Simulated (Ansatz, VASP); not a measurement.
Sn: VASP beside Ansatz

Contents of INCAR:

```
SYSTEM = Sn
  ALGO = Normal
  EDIFF = 1E-6
  ENCUT = 520
  GGA = PS
  ISIF = 2
  ISMEAR = -1
  LASPH = .True.
  LCHARG = .False.
  LREAL = .False.
  LWAVE = .False.
  NBANDS = 21
  NELM = 100
  PREC = Accurate
  SIGMA = 0.05
```

File KPOINTS:

```
k-points
0
Gamma
  8 8 8
  0 0 0
```

POSCAR

```
Sn
1.0
    0.0000000000      3.2333428000      3.2333428000
    3.2333428000      0.0000000000      3.2333428000
    3.2333428000      3.2333428000      0.0000000000
Sn
2
Direct
   -0.1575000000      0.0525000000      0.0525000000
    0.4075000000      0.1975000000      0.1975000000
```

Input for Ansatz:

```yaml
crystal:
  lattice:
    - [0.0, 3.2333428, 3.2333428]
    - [3.2333428, 0.0, 3.2333428]
    - [3.2333428, 3.2333428, 0.0]
  atoms:
    - { symbol: Sn, position: [-0.1575, 0.0525, 0.0525] }
    - { symbol: Sn, position: [0.4075, 0.1975, 0.1975] }
kpoints:
  mp_grid: { grid: [8, 8, 8] }
scf:
  occupations: { method: fermi_dirac, width: 0.05 }
hamiltonian:
  xc: pbesol
  pseudopotentials: { kind: all_electron, lapw: { basis_error: 0.001 } }
output:
  forces: true
  stress: true
  eigenvalues: true
  populations: true
```

Change from the starting cell: shortest bond scaled by 0.58, LAPW.

Alike in both runs: task single point; functional PBEsol; k mesh 8 × 8 × 8; occupations fermi-dirac, width 0.05 eV; no spin polarisation.

|  | VASP | Ansatz |
| --- | --- | --- |
| version | VASP 6.6.1 | Ansatz 0.2.0 |
| potentials or method | VASP PAW PBE potentials, release 64 (Sn_d), cutoff 520 eV | all-electron LAPW, scalar-relativistic |

VASP gave:

* pressure (GPa): 82.1
* traceless stress, the component that is largest in VASP (GPa): -82.78
* rms of the force components (eV/Å): 37.500

**Question.** Estimate Ansatz's values.

**Answer.** Pressure (GPa): 104.9; traceless stress, the component that is largest in VASP (GPa): -106.80; rms of the force components (eV/Å): 48.442.

VASP's potentials were made for PBE, not for PBEsol. Atom by atom the forces differ by 10.941 eV/Å (rms over components). The pressures are high and differ by over a tenth, so treat them with care. Ansatz ran all-electron here, and VASP with PAW potentials.

Noted on VASP's run: the cell as given lies far from equilibrium.
